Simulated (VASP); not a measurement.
# Ti (Fd-3m) in VASP: notebook

The runs below take Ti through single point, with PBE.

Everything below comes from runs of VASP 6.6.1. Logs are shortened: lines on timing, memory, paths and dates and some standing lists are left out, and cuts for length are marked.

**1. The cell of the first run**

The structure is cubic, space group Fd-3m (No. 227). The conventional cell has a = 4.167 Å, b = 4.167 Å, c = 4.167 Å, α = 90.00°, β = 90.00°, γ = 90.00°. Ti (site symmetry -43m) has 4 Ti at 1.80 Å within 2.4 Å.

**2. Single point, PBE**

INCAR

```
  PREC = Accurate
  ENCUT = 520
  EDIFF = 1E-6
  ISMEAR = -1
  SIGMA = 0.08
  LREAL = F
  LASPH = T
  NELM = 60
  ALGO = Normal
  ISIF = 2
  LWAVE = F
  LCHARG = T
  GGA = PE
  LELF = T
  LVHAR = T
  NBANDS = 19
```

KPOINTS

```
regular mesh
0
Gamma
  15 15 15
```

POSCAR

```
Ti
1.0
    0.0000000000      2.0835076655      2.0835076655
    2.0835076655      0.0000000000      2.0835076655
    2.0835076655      2.0835076655      0.0000000000
Ti
2
Direct
   -0.1250000000     -0.1250000000     -0.1250000000
    0.1250000000      0.1250000000      0.1250000000
```

Potentials or basis: VASP PAW PBE potentials, release 64 (Ti_sv).

Command:

```sh
$ cat potpaw_PBE.64/Ti_sv/POTCAR > POTCAR
$ mpirun -np 1 vasp_std > vasp.out
```

OUTCAR:

```text
PREC = Accurate
   ENCUT = 520
   EDIFF = 1E-6
   ISMEAR = -1
   LREAL = F
   LASPH = T
   NELM = 60
   ISIF = 2
   GGA = PE

 ion  position               nearest neighbor table
   1  0.875  0.875  0.875-   2 1.80   2 1.80   2 1.80   2 1.80
   2  0.125  0.125  0.125-   1 1.80   1 1.80   1 1.80   1 1.80

  LATTYP: Found a face centered cubic cell.
 ALAT       =     4.1670153310

  Lattice vectors:

 A1 = (   0.0000000000,   2.0835076655,   2.0835076655)
 A2 = (   2.0835076655,   0.0000000000,   2.0835076655)
 A3 = (   2.0835076655,   2.0835076655,   0.0000000000)

Analysis of symmetry for initial positions (statically):
=====================================================================
 Subroutine PRICEL returns:
 Original cell was already a primitive cell.

 Routine SETGRP: Setting up the symmetry group for a
 face centered cubic supercell.

 Subroutine GETGRP returns: Found 48 space group operations
 (whereof 12 operations were pure point group operations)
 out of a pool of 48 trial point group operations.

The static configuration has the point symmetry D_3d.
 The point group associated with its full space group is O_h .

Analysis of symmetry for dynamics (positions and initial velocities):
=====================================================================
 Subroutine PRICEL returns:
 Original cell was already a primitive cell.

 Routine SETGRP: Setting up the symmetry group for a
 face centered cubic supercell.

 Subroutine GETGRP returns: Found 48 space group operations
 (whereof 12 operations were pure point group operations)
 out of a pool of 48 trial point group operations.

The dynamic configuration has the point symmetry D_3d.
 The point group associated with its full space group is O_h .

 Subroutine INISYM returns: Found 48 space group operations
 (whereof 12 operations are pure point group operations),
 and found     1 'primitive' translations

----------------------------------------------------------------------------------------

                                     Primitive cell

  volume of cell :      18.0890

  direct lattice vectors                    reciprocal lattice vectors
     0.000000000  2.083507665  2.083507665    -0.239979919  0.239979919  0.239979919
     2.083507665  0.000000000  2.083507665     0.239979919 -0.239979919  0.239979919
     2.083507665  2.083507665  0.000000000     0.239979919  0.239979919 -0.239979919

  length of vectors
     2.946524798  2.946524798  2.946524798     0.415657412  0.415657412  0.415657412

  position of ions in fractional coordinates (direct lattice)
     0.875000000  0.875000000  0.875000000
     0.125000000  0.125000000  0.125000000

  ion indices of the primitive-cell ions
   primitive index   ion index
                 1           1
                 2           2

----------------------------------------------------------------------------------------

 KPOINTS: regular mesh

Automatic generation of k-mesh.
 Grid dimensions read from file:
 generate k-points for:   15   15   15

 Generating k-lattice:

  Cartesian coordinates                     Fractional coordinates (reciprocal lattice)
    -0.015998661  0.015998661  0.015998661     0.066666667  0.000000000  0.000000000
     0.015998661 -0.015998661  0.015998661     0.000000000  0.066666667  0.000000000
     0.015998661  0.015998661 -0.015998661     0.000000000  0.000000000  0.066666667

  Length of vectors
     0.027710494  0.027710494  0.027710494

  Shift w.r.t. Gamma in fractional coordinates (k-lattice)
     0.000000000  0.000000000  0.000000000

 Subroutine IBZKPT returns following result:
 ===========================================

 Found    120 irreducible k-points:

 Following reciprocal coordinates:
            Coordinates               Weight
  0.000000  0.000000  0.000000      1.000000
  0.066667  0.000000  0.000000      8.000000
  0.133333  0.000000  0.000000      8.000000
  0.200000  0.000000  0.000000      8.000000
  0.266667  0.000000  0.000000      8.000000
  0.333333  0.000000  0.000000      8.000000
[... 16 lines left out ...]
  0.133333  0.133333  0.000000      6.000000
  0.200000  0.133333  0.000000     24.000000
 [... further k-points ...]
   k-points           NKPTS =    120   k-points in BZ     NKDIM =    120   number of bands    NBANDS=     19
   number of dos      NEDOS =    301   number of ions     NIONS =      2
   total plane-waves  NPLWV =  13824
   dimension x,y,z NGX =    24 NGY =   24 NGZ =   24
   dimension x,y,z NGXF=    48 NGYF=   48 NGZF=   48
   ions per type =               2
   NGX,Y,Z   is equivalent  to a cutoff of  13.54, 13.54, 13.54 a.u.
   NGXF,Y,Z  is equivalent  to a cutoff of  27.08, 27.08, 27.08 a.u.
 SYSTEM =  unknown system
   PREC   = accura    normal or accurate (medium, high low for compatibility)
   ISTART =      0    job   : 0-new  1-cont  2-samecut
   ICHARG =      2    charge: 1-file 2-atom 10-const
   ISPIN  =      1    spin polarized calculation?
   LNONCOLLINEAR =      F non collinear calculations
   LSORBIT =      F    spin-orbit coupling
   LASPH  =      T    aspherical Exc in radial PAW
   ENCUT  =  520.0 eV  38.22 Ry    6.18 a.u.   5.48  5.48  5.48*2*pi/ulx,y,z
   NELM   =     60;   NELMIN=  2; NELMDL= -5     # of ELM steps
   EDIFF  = 0.1E-05   stopping-criterion for ELM
   LREAL  =      F    real-space projection
   EDIFFG = 0.1E-04   stopping-criterion for IOM
   NSW    =      0    number of steps for IOM
   IBRION =     -1    ionic relax: 0-MD 1-quasi-New 2-CG
   NFREE  =      0    steps in history (QN), initial steepest desc. (CG)
   ISIF   =      2    stress and relaxation
   ISYM   =      2    0-nonsym 1-usesym 2-fastsym
   POTIM  = 0.5000    time-step for ionic-motion
   TEBEG  =    0.0;   TEEND  =   0.0 temperature during run
   PSTRESS=    0.0 pullay stress
   NELECT =      24.0000    total number of electrons
   NUPDOWN=      -1.0000    fix difference up-down
   EMIN   =  10.00;   EMAX   =-10.00  energy-range for DOS
   EFERMI =   0.00;   METHOD = LEGACY
   ISMEAR =    -1;   SIGMA  =   0.08  broadening in eV -4-tet -1-fermi 0-gaus
   EFERMI_NEDOS =   21; number of points for ismear=-14 and -15
   IALGO  =     38    algorithm
   IMIX   =      4    mixing-type and parameters
     AMIX     =   0.40;   BMIX     =  1.00
     AMIX_MAG =   1.60;   BMIX_MAG =  1.00
  volume/ion in A,a.u.               =       9.04        61.04
  Fermi-wavevector in a.u.,A,eV,Ry     =   1.798899  3.399426 44.028971  3.236038
  Thomas-Fermi vector in A             =   2.859942
   LORBIT       =      0    0 simple, 1 ext, 2 COOP (PROOUT), +10 PAW based schemes
   GGA     = PE    functional components
   LHFCALC =     F    Hartree Fock is set to
   AEXX    =    0.0000 exact exchange contribution
   IVDW    =     0    specifies the selected vdW correction
   LEPSILON=     F    determine dielectric tensor
   LRPA    =     F    only Hartree local field effects (RPA)
 non-spin polarized calculation
  energy-cutoff  :      520.00
  volume of cell :       18.09
 maximum number of plane-waves:       531
 NGX is ok and might be reduce to    24
   NGX = 11   NGY = 11   NGZ = 11

 number of electron      23.9999991 magnetization

 Free energy of the ion-electron system (eV)
  ---------------------------------------------------
  ext. energy  EPLUGINS =         0.00000000
  ---------------------------------------------------
  free energy    TOTEN  =        -2.61101540 eV

  energy without entropy =       -2.57350516  energy(sigma->0) =       -2.59226028

 E-fermi :  17.4929     XC(G=0): -14.6435

 val. band max:       17.4886711976   @ k =   0.4000   0.2667   0.0000
 cond. band min:      17.5027819210   @ k =  -0.1333   0.1333   0.0000
 fundamental gap:      0.0141107234
 Fermi energy:        17.4928685635

 k-point     1 :       0.0000    0.0000    0.0000
  band No.  band energies     occupation
      1     -42.1971      2.00000
      2     -35.5538      2.00000
      3     -17.9794      2.00000
      4     -17.9794      2.00000
      5     -17.9794      2.00000
      6     -13.4427      2.00000
[... 11 lines left out ...]
     18      26.8495      0.00000
     19      26.8495      0.00000

 k-point     2 :       0.0667    0.0000    0.0000
  band No.  band energies     occupation
      1     -42.1545      2.00000
      2     -35.6289      2.00000
      3     -18.0203      2.00000
      4     -18.0203      2.00000
      5     -17.9805      2.00000
      6     -13.3978      2.00000
[... 11 lines left out ...]
     18      26.8412      0.00000
     19      26.8412      0.00000

 k-point     3 :       0.1333    0.0000    0.0000
  band No.  band energies     occupation
      1     -42.0290      2.00000
      2     -35.8452      2.00000
      3     -18.1313      2.00000
      4     -18.1313      2.00000
      5     -17.9900      2.00000
      6     -13.2621      2.00000
[... 11 lines left out ...]
     18      26.8100      0.00000
     19      26.8100      0.00000

 k-point     4 :       0.2000    0.0000    0.0000
  band No.  band energies     occupation
      1     -41.8288      2.00000
      2     -36.1766      2.00000
      3     -18.2834      2.00000
      4     -18.2834      2.00000
      5     -18.0192      2.00000
      6     -13.0396      2.00000
[... 11 lines left out ...]
     18      26.7392      0.00000
     19      26.7392      0.00000

 k-point     5 :       0.2667    0.0000    0.0000
  band No.  band energies     occupation
      1     -41.5697      2.00000
      2     -36.5827      2.00000
      3     -18.4446      2.00000
      4     -18.4446      2.00000
      5     -18.0715      2.00000
      6     -12.8182      2.00000
[... 11 lines left out ...]
     18      26.6070      0.00000
     19      26.6070      0.00000

 k-point     6 :       0.3333    0.0000    0.0000
  band No.  band energies     occupation
      1     -41.2802      2.00000
      2     -37.0092      2.00000
      3     -18.5876      2.00000
      4     -18.5876      2.00000
      5     -18.1363      2.00000
      6     -12.6198      2.00000
[... 11 lines left out ...]
     18      26.3970      0.00000
     19      26.3970      0.00000

 k-point     7 :       0.4000    0.0000    0.0000
  band No.  band energies     occupation
      1     -41.0104      2.00000
      2     -37.3840      2.00000
      3     -18.6929      2.00000
      4     -18.6929      2.00000
      5     -18.1948      2.00000
      6     -12.4718      2.00000
[... 11 lines left out ...]
     18      26.1185      0.00000
     19      26.1185      0.00000

 k-point     8 :       0.4667    0.0000    0.0000
  band No.  band energies     occupation
      1     -40.8377      2.00000
      2     -37.6135      2.00000
      3     -18.7485      2.00000
      4     -18.7485      2.00000
      5     -18.2293      2.00000
      6     -12.3931      2.00000
[... 256 lines left out ...]
 k-point    20 :      -0.2000    0.0667    0.0000
  band No.  band energies     occupation
      1     -41.7112      2.00000
      2     -36.3636      2.00000
      3     -18.5831      2.00000
      4     -18.2913      2.00000
      5     -17.8597      2.00000
      6     -13.1229      2.00000
[... 11 lines left out ...]
     18      26.1331      0.00000
     19      27.1197      0.00000

 k-point    21 :      -0.1333    0.0667    0.0000
  band No.  band energies     occupation
      1     -41.9329      2.00000
      2     -36.0062      2.00000
      3     -18.3736      2.00000
      4     -18.1446      2.00000
      5     -17.8839      2.00000
      6     -13.2879      2.00000
[... 11 lines left out ...]
     18      26.3839      0.00000
     19      27.1067      0.00000

 k-point    22 :      -0.0667    0.0667    0.0000
  band No.  band energies     occupation
      1     -42.0840      2.00000
      2     -35.7512      2.00000
      3     -18.1733      2.00000
      4     -18.0455      2.00000
      5     -17.9301      2.00000
      6     -13.3832      2.00000
[... 11 lines left out ...]
     18      26.6235      0.00000
     19      27.0055      0.00000

 k-point    23 :       0.1333    0.1333    0.0000
  band No.  band energies     occupation
      1     -41.9703      2.00000
      2     -35.9437      2.00000
      3     -18.3289      2.00000
      4     -18.3289      2.00000
      5     -17.6392      2.00000
      6     -13.6320      2.00000
[... 11 lines left out ...]
     18      26.0494      0.00000
     19      27.2952      0.00000

 k-point    24 :       0.2000    0.1333    0.0000
  band No.  band energies     occupation
      1     -41.8187      2.00000
      2     -36.1920      2.00000
      3     -18.4991      2.00000
      4     -18.4903      2.00000
      5     -17.5004      2.00000
      6     -13.6673      2.00000
[... 11 lines left out ...]
     18      25.6842      0.00000
     19      27.3644      0.00000

 [... further k-points ...]

------------------------ aborting loop because EDIFF is reached ----------------------------------------

  FORCE on cell =-STRESS in cart. coord.  units (eV):
  Direction    XX          YY          ZZ          XY          YZ          ZX
  --------------------------------------------------------------------------------------
  -------------------------------------------------------------------------------------
  Total       29.7087573     29.7087573     29.7087573      0.0000000     -0.0000000      0.0000000
  in kB     2631.3569497   2631.3569497   2631.3569497      0.0000000     -0.0000000      0.0000000
  external PRESSURE =    2631.3569497 kB  Pullay stress =       0.0000000 kB

 VOLUME and BASIS-vectors are now :
 -----------------------------------------------------------------------------
  energy-cutoff  :      520.00
  volume of cell :       18.09
      direct lattice vectors                 reciprocal lattice vectors
     0.000000000  2.083507665  2.083507665    -0.239979919  0.239979919  0.239979919
     2.083507665  0.000000000  2.083507665     0.239979919 -0.239979919  0.239979919
     2.083507665  2.083507665  0.000000000     0.239979919  0.239979919 -0.239979919

 POSITION                                       TOTAL-FORCE (eV/Angst)
 -----------------------------------------------------------------------------------
      3.64614      3.64614      3.64614        -0.000000      0.000000      0.000000
      0.52088      0.52088      0.52088         0.000000     -0.000000     -0.000000
 -----------------------------------------------------------------------------------
    total drift:                                0.000000      0.000000      0.000000

  FREE ENERGIE OF THE ION-ELECTRON SYSTEM (eV)
  ---------------------------------------------------
  free  energy   TOTEN  =        -2.6110153975 eV

  energy  without entropy=       -2.5735051572  energy(sigma->0) =       -2.59226028
```

Run time: 27 s. Hardware: 1 thread of Intel Xeon Platinum 8488C (Sapphire Rapids), shared host; peak memory 0.16 GiB.

What came out:

```yaml
Free_energy: -2.6110 eV
Pressure: 263.1 GPa
Band_gap_on_the_k_mesh: zero (band 12 reaches 19.40 eV, above the bottom of band 13 at 15.95 eV)
```

Levels at points of the mesh, in eV from the Fermi level:
```
           k point  band 9  band 10  band 11  band 12  band 13  band 14  band 15  band 16
(0.00, 0.00, 0.00)   -6.54    -3.98    -3.98    -0.39    -0.39    -0.39     4.74     4.74
```

(Part 1 of 2 ends here.)
